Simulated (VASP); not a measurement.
Write the native input for VASP 6.6.1 that does the following.

```
Task                   : single point
Functional             : LDA
Potentials or basis    : VASP PAW LDA potentials, release 64 (Ti_sv, Si)
Cutoff                 : 520 eV
k mesh                 : 8 × 8 × 8
Occupations            : fermi-dirac, width 0.05 eV
Spin                   : no spin polarisation
Dipole correction      : no
Further INCAR settings : ALGO = Normal; EDIFF = 1e-07; NBANDS = 29
```

The structure of TiSi2 lies in POSCAR:

```
TiSi2
1.0
    1.7438800420     -6.6282997847      0.0000000000
    1.7438800420      6.6282997847      0.0000000000
    0.0000000000      0.0000000000      3.5308317513
Ti Si
2 4
Direct
    0.1025107053      0.8974892947      0.2500000000
    0.8974892947      0.1025107053      0.7500000000
    0.7504864652      0.2495135348      0.2500000000
    0.2495135348      0.7504864652      0.7500000000
    0.4401332858      0.5598667142      0.2500000000
    0.5598667142      0.4401332858      0.7500000000
```

These files were run (other wordings do the same):

INCAR

```
  ALGO = Normal
  EDIFF = 1E-7
  ENCUT = 520
  ISIF = 2
  ISMEAR = -1
  LASPH = T
  LCHARG = F
  LREAL = F
  LWAVE = F
  NBANDS = 29
  NELM = 60
  PREC = Accurate
  SIGMA = 0.05
```

KPOINTS

```
k-points
0
Gamma
  8 8 8
```

Potentials or basis: VASP PAW LDA potentials, release 64 (Ti_sv, Si).

The run is started by

```bash
$ cat potpaw_LDA.64/Ti_sv/POTCAR potpaw_LDA.64/Si/POTCAR > POTCAR
$ mpirun -np 1 vasp_std > vasp.out
```

Results of the run:

* Pressure: 0.2 GPa
* Largest force: 0.004 eV/Å
* Band gap on the k mesh: zero (bands 20 and 21 overlap by 1.04 eV)

Run time: 12 min on 1 thread of Intel Xeon 8259CL, with other jobs on the host, peak memory 0.36 GiB.
